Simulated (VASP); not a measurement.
# MgO (P1) in VASP: single point with PBE

Aim: the single point of MgO with PBE.

Program: VASP 6.6.1. These are calculated values, not measurements. Logs are shortened: lines on timing, memory, paths and dates and some standing lists are left out, and cuts for length are marked.

### 1 The cell of the first run

The typed cell holds 4 atoms: a = 3.486 Å, b = 3.486 Å, c = 4.178 Å, α = 90.00°, β = 90.00°, γ = 120.00°.

### 2 Single point, PBE (one atom moved)

File INCAR:

```
SYSTEM = MgO
  ALGO = Normal
  EDIFF = 1E-6
  ENCUT = 520
  GGA = PE
  ISIF = 2
  ISMEAR = 0
  LASPH = .True.
  LCHARG = .False.
  LREAL = .False.
  LWAVE = .False.
  NBANDS = 16
  NELM = 80
  PREC = Accurate
  SIGMA = 0.02
```

File KPOINTS:

```
k-points
0
Gamma
  9 9 6
  0 0 0
```

File POSCAR:

```
MgO
1.0
    3.4863778627      0.0000000000      0.0000000000
   -1.7431889314      3.0192917963      0.0000000000
    0.0000000000      0.0000000000      4.1780412200
Mg O
2 2
Direct
    0.6666666700      0.3333333300      0.7500000000
    0.3333333300      0.6666666700      0.2500000000
    0.6437422288      0.2869681525      0.2628936018
    0.3333333300      0.6666666700      0.7500000000
```

Potentials or basis: VASP PAW PBE potentials, release 64 (Mg, O).

On the command line:

```sh
> cat potpaw_PBE.64/Mg/POTCAR potpaw_PBE.64/O/POTCAR > POTCAR
> mpirun -np 1 vasp_std > vasp.out
```

OUTCAR:

```text
SYSTEM = MgO
   EDIFF = 1E-6
   ENCUT = 520
   GGA = PE
   ISIF = 2
   ISMEAR = 0
   LASPH = .True.
   LREAL = .False.
   NELM = 80
   PREC = Accurate

 ion  position               nearest neighbor table
   1  0.667  0.333  0.750-   4 2.01   4 2.01   4 2.01   3 2.04   3 2.15   2 2.90   2 2.90   2 2.90
                             2 2.90   2 2.90   2 2.90
   2  0.333  0.667  0.250-   3 1.87   3 2.09   3 2.09   4 2.09   4 2.09   1 2.90   1 2.90   1 2.90
                             1 2.90   1 2.90   1 2.90
   3  0.644  0.287  0.263-   2 1.87   1 2.04   2 2.09   2 2.09   1 2.15
   4  0.333  0.667  0.750-   1 2.01   1 2.01   1 2.01   2 2.09   2 2.09

  LATTYP: Found a hexagonal cell.
 ALAT       =     3.4863778627
 C/A-ratio  =     1.1983902447

  Lattice vectors:

 A1 = (   3.4863778627,   0.0000000000,   0.0000000000)
 A2 = (  -1.7431889314,   3.0192917963,   0.0000000000)
 A3 = (   0.0000000000,   0.0000000000,   4.1780412200)

Analysis of symmetry for initial positions (statically):
=====================================================================
 Subroutine PRICEL returns:
 Original cell was already a primitive cell.

 Routine SETGRP: Setting up the symmetry group for a
 hexagonal supercell.

 Subroutine GETGRP returns: Found  1 space group operations
 (whereof  1 operations were pure point group operations)
 out of a pool of 24 trial point group operations.

The static configuration has the point symmetry C_1 .

Analysis of symmetry for dynamics (positions and initial velocities):
=====================================================================
 Subroutine PRICEL returns:
 Original cell was already a primitive cell.

 Routine SETGRP: Setting up the symmetry group for a
 hexagonal supercell.

 Subroutine GETGRP returns: Found  1 space group operations
 (whereof  1 operations were pure point group operations)
 out of a pool of 24 trial point group operations.

The dynamic configuration has the point symmetry C_1 .

 Subroutine INISYM returns: Found  1 space group operations
 (whereof  1 operations are pure point group operations),
 and found     1 'primitive' translations

----------------------------------------------------------------------------------------

                                     Primitive cell

  volume of cell :      43.9797

  direct lattice vectors                    reciprocal lattice vectors
     3.486377863  0.000000000  0.000000000     0.286830642  0.165601748  0.000000000
    -1.743188931  3.019291796  0.000000000     0.000000000  0.331203497  0.000000000
     0.000000000  0.000000000  4.178041220     0.000000000  0.000000000  0.239346609

  length of vectors
     3.486377863  3.486377863  4.178041220     0.331203497  0.331203497  0.239346609

  position of ions in fractional coordinates (direct lattice)
     0.666666670  0.333333330  0.750000000
     0.333333330  0.666666670  0.250000000
     0.643742229  0.286968153  0.262893602
     0.333333330  0.666666670  0.750000000

  ion indices of the primitive-cell ions
   primitive index   ion index
                 1           1
                 2           2
                 3           3
                 4           4

----------------------------------------------------------------------------------------

 KPOINTS: k-points

Automatic generation of k-mesh.
 Grid dimensions read from file:
 generate k-points for:    9    9    6

 Generating k-lattice:

  Cartesian coordinates                     Fractional coordinates (reciprocal lattice)
     0.031870071  0.018400194  0.000000000     0.111111111 -0.000000000  0.000000000
     0.000000000  0.036800389  0.000000000     0.000000000  0.111111111  0.000000000
     0.000000000  0.000000000  0.039891102     0.000000000  0.000000000  0.166666667

  Length of vectors
     0.036800389  0.036800389  0.039891102

  Shift w.r.t. Gamma in fractional coordinates (k-lattice)
     0.000000000  0.000000000  0.000000000

 Subroutine IBZKPT returns following result:
 ===========================================

 Found    244 irreducible k-points:

 Following reciprocal coordinates:
            Coordinates               Weight
  0.000000  0.000000  0.000000      1.000000
  0.111111 -0.000000  0.000000      2.000000
  0.000000  0.111111  0.000000      2.000000
 -0.111111  0.111111  0.000000      2.000000
  0.222222 -0.000000  0.000000      2.000000
  0.000000  0.222222  0.000000      2.000000
[... 16 lines left out ...]
  0.333333  0.111111  0.000000      2.000000
 -0.111111  0.444444  0.000000      2.000000
 [... further k-points ...]
   k-points           NKPTS =    244   k-points in BZ     NKDIM =    244   number of bands    NBANDS=     16
   number of dos      NEDOS =    301   number of ions     NIONS =      4
   total plane-waves  NPLWV =  25088
   dimension x,y,z NGX =    28 NGY =   28 NGZ =   32
   dimension x,y,z NGXF=    56 NGYF=   56 NGZF=   64
   ions per type =               2   2
   NGX,Y,Z   is equivalent  to a cutoff of  13.35, 13.35, 12.73 a.u.
   NGXF,Y,Z  is equivalent  to a cutoff of  26.70, 26.70, 25.47 a.u.
 SYSTEM =  MgO
   PREC   = accura    normal or accurate (medium, high low for compatibility)
   ISTART =      0    job   : 0-new  1-cont  2-samecut
   ICHARG =      2    charge: 1-file 2-atom 10-const
   ISPIN  =      1    spin polarized calculation?
   LNONCOLLINEAR =      F non collinear calculations
   LSORBIT =      F    spin-orbit coupling
   LASPH  =      T    aspherical Exc in radial PAW
   ENCUT  =  520.0 eV  38.22 Ry    6.18 a.u.   6.48  6.48  7.77*2*pi/ulx,y,z
   NELM   =     80;   NELMIN=  2; NELMDL= -5     # of ELM steps
   EDIFF  = 0.1E-05   stopping-criterion for ELM
   LREAL  =      F    real-space projection
   EDIFFG = 0.1E-04   stopping-criterion for IOM
   NSW    =      0    number of steps for IOM
   IBRION =     -1    ionic relax: 0-MD 1-quasi-New 2-CG
   NFREE  =      0    steps in history (QN), initial steepest desc. (CG)
   ISIF   =      2    stress and relaxation
   ISYM   =      2    0-nonsym 1-usesym 2-fastsym
   POTIM  = 0.5000    time-step for ionic-motion
   TEBEG  =    0.0;   TEEND  =   0.0 temperature during run
   PSTRESS=    0.0 pullay stress
   NELECT =      16.0000    total number of electrons
   NUPDOWN=      -1.0000    fix difference up-down
   EMIN   =  10.00;   EMAX   =-10.00  energy-range for DOS
   EFERMI =   0.00;   METHOD = LEGACY
   ISMEAR =     0;   SIGMA  =   0.02  broadening in eV -4-tet -1-fermi 0-gaus
   EFERMI_NEDOS =   21; number of points for ismear=-14 and -15
   IALGO  =     38    algorithm
   IMIX   =      4    mixing-type and parameters
     AMIX     =   0.40;   BMIX     =  1.00
     AMIX_MAG =   1.60;   BMIX_MAG =  1.00
  volume/ion in A,a.u.               =      10.99        74.20
  Fermi-wavevector in a.u.,A,eV,Ry     =   1.168685  2.208494 18.583167  1.365824
  Thomas-Fermi vector in A             =   2.305168
   LORBIT       =      0    0 simple, 1 ext, 2 COOP (PROOUT), +10 PAW based schemes
   GGA     = PE    functional components
   LHFCALC =     F    Hartree Fock is set to
   AEXX    =    0.0000 exact exchange contribution
   IVDW    =     0    specifies the selected vdW correction
   LEPSILON=     F    determine dielectric tensor
   LRPA    =     F    only Hartree local field effects (RPA)
 non-spin polarized calculation
 Gauss-broadening in eV      SIGMA  =   0.02
  energy-cutoff  :      520.00
  volume of cell :       43.98
 maximum number of plane-waves:      1204
 NGX is ok and might be reduce to    28
   NGX = 13   NGY = 13   NGZ = 15

 number of electron      16.0000003 magnetization

 Free energy of the ion-electron system (eV)
  ---------------------------------------------------
  ext. energy  EPLUGINS =         0.00000000
  ---------------------------------------------------
  free energy    TOTEN  =       -23.51613991 eV

  energy without entropy =      -23.51613991  energy(sigma->0) =      -23.51613991

 E-fermi :   2.1375     XC(G=0): -10.0728

 val. band max:        2.0195777973   @ k =   0.0000   0.0000   0.0000
 cond. band min:       5.4189123626   @ k =   0.0000   0.0000   0.0000
 fundamental gap:      3.3993345653
 Fermi energy:         2.1375028765

 k-point     1 :       0.0000    0.0000    0.0000
  band No.  band energies     occupation
      1     -14.9359      2.00000
      2     -13.5253      2.00000
      3      -1.6367      2.00000
      4       0.1397      2.00000
      5       0.4139      2.00000
      6       1.1229      2.00000
[... 8 lines left out ...]
     15      17.6762      0.00000
     16      17.7480      0.00000

 k-point     2 :       0.1111   -0.0000    0.0000
  band No.  band energies     occupation
      1     -14.8768      2.00000
      2     -13.5341      2.00000
      3      -1.5430      2.00000
      4       0.0040      2.00000
      5       0.2362      2.00000
      6       0.8803      2.00000
[... 8 lines left out ...]
     15      17.0489      0.00000
     16      17.4094      0.00000

 k-point     3 :       0.0000    0.1111    0.0000
  band No.  band energies     occupation
      1     -14.8724      2.00000
      2     -13.5390      2.00000
      3      -1.5364      2.00000
      4      -0.0101      2.00000
      5       0.2921      2.00000
      6       0.9474      2.00000
[... 8 lines left out ...]
     15      17.0574      0.00000
     16      17.3890      0.00000

 k-point     4 :      -0.1111    0.1111    0.0000
  band No.  band energies     occupation
      1     -14.8768      2.00000
      2     -13.5341      2.00000
      3      -1.5431      2.00000
      4       0.0046      2.00000
      5       0.2350      2.00000
      6       0.8802      2.00000
[... 8 lines left out ...]
     15      17.0480      0.00000
     16      17.4120      0.00000
[... 324 lines left out ...]
 k-point    22 :       0.3333   -0.1111    0.0000
  band No.  band energies     occupation
      1     -14.5802      2.00000
      2     -13.5992      2.00000
      3      -1.0442      2.00000
      4      -0.9653      2.00000
      5      -0.2471      2.00000
      6       0.3965      2.00000
[... 8 lines left out ...]
     15      16.5001      0.00000
     16      17.2199      0.00000

 k-point    23 :       0.3333    0.1111    0.0000
  band No.  band energies     occupation
      1     -14.3497      2.00000
      2     -13.7053      2.00000
      3      -1.4172      2.00000
      4      -0.6114      2.00000
      5      -0.3866      2.00000
      6       0.2525      2.00000
[... 8 lines left out ...]
     15      16.4323      0.00000
     16      17.1117      0.00000

 k-point    24 :      -0.1111    0.4444    0.0000
  band No.  band energies     occupation
      1     -14.2861      2.00000
      2     -13.7730      2.00000
      3      -1.2391      2.00000
      4      -0.4912      2.00000
      5      -0.3545      2.00000
      6       0.0697      2.00000
[... 8 lines left out ...]
     15      16.0667      0.00000
     16      16.8059      0.00000

 [... further k-points ...]
[... 5 lines left out ...]
  --------------------------------------------------------------------------------------
  -------------------------------------------------------------------------------------
  Total       -0.0569748      2.9554804      1.4201635      0.0072784      0.0617121     -0.0001981
  in kB       -2.0755881    107.6679404     51.7364536      0.2651527      2.2481669     -0.0072171
  external PRESSURE =      52.4429353 kB  Pullay stress =       0.0000000 kB

 VOLUME and BASIS-vectors are now :
 -----------------------------------------------------------------------------
  energy-cutoff  :      520.00
  volume of cell :       43.98
      direct lattice vectors                 reciprocal lattice vectors
     3.486377863  0.000000000  0.000000000     0.286830642  0.165601748  0.000000000
    -1.743188931  3.019291796  0.000000000     0.000000000  0.331203497  0.000000000
     0.000000000  0.000000000  4.178041220     0.000000000  0.000000000  0.239346609

 POSITION                                       TOTAL-FORCE (eV/Angst)
 -----------------------------------------------------------------------------------
      1.74319      1.00643      3.13353         0.001454     -0.219004      0.176290
     -0.00000      2.01286      1.04451         0.003052     -1.413750      0.093404
      1.74409      0.86644      1.09838        -0.005832      1.927727     -0.606875
     -0.00000      2.01286      3.13353         0.001326     -0.294974      0.337180
 -----------------------------------------------------------------------------------
    total drift:                               -0.000034     -0.000243      0.000376

  FREE ENERGIE OF THE ION-ELECTRON SYSTEM (eV)
  ---------------------------------------------------
  free  energy   TOTEN  =       -23.5161399051 eV

  energy  without entropy=      -23.5161399051  energy(sigma->0) =      -23.51613991
```

Run time: 1.8 min. Hardware: 1 thread of Intel Xeon 6975P-C, shared host; peak memory 0.28 GiB.

Results:

* Free energy: -23.5161 eV
* Pressure: 5.2 GPa
* Largest force: 2.021 eV/Å
* Band gap on the k mesh: 3.40 eV, direct

Forces on the atoms (eV/Å):
```
Mg   0.001 -0.219  0.176
Mg   0.003 -1.414  0.093
O   -0.006  1.928 -0.607
O    0.001 -0.295  0.337
```

Levels at points of the mesh, in eV from the valence-band top:
```
           k point  band 6  band 7  band 8  band 9  band 10  band 11
(0.00, 0.00, 0.00)   -0.90   -0.74    0.00    3.40     9.45    12.12
(0.00, 0.00, 0.50)   -1.33   -1.25   -1.18    6.36     6.48    12.76
```

Caveat: the cell differs from its parent crystal (one atom moved); forces of over 1 eV/Å act on the atoms, so gaps and moduli don't describe the material at rest.
